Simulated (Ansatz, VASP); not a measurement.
# Two plane-wave programs on GaSb

```
CELL_PARAMETERS angstrom
0.00000 3.13200 3.20839
3.13200 0.00000 3.20839
3.13200 3.13200 0.00000
ATOMIC_POSITIONS crystal
Ga 0.00000 0.00000 0.00000
Sb 0.75000 0.75000 0.75000
```

Change from the starting cell: strain +0.025 along x and y, +0.050 along z, atoms carried along.

Alike in both runs: task single point; functional PBEsol; k mesh 18 × 18 × 18; occupations gaussian, width 0.15 eV; no spin polarisation.

|  | VASP | Ansatz |
| --- | --- | --- |
| version | VASP 6.6.1 | Ansatz 0.2.0 |
| potentials or method | VASP PAW PBE potentials, release 64 (Ga_d, Sb), cutoff 520 eV | scalar-relativistic, plane waves, PAW |
| valence electrons in the cell | 18 | 28 |

|  | VASP | Ansatz | Ansatz less VASP |
| --- | --- | --- | --- |
| gap on the k mesh at the Fermi level (eV) | none | none | - |
| pressure (GPa) | -3.9 | -4.0 | -0.06 |
| traceless stress, the component that is largest in VASP (GPa) | -0.69 | -0.69 | 0.000 |

VASP's potentials were made for PBE, not for PBEsol. A gap of «none» marks a metal or a gap that the smearing closes. With one functional, cell and mesh, what is left measures potentials, basis and numerics. VASP's potentials hold 18 valence electrons a cell and Ansatz's 28, so a difference there can come from the potentials and not from the codes.

Neither program's run includes spin-orbit coupling.
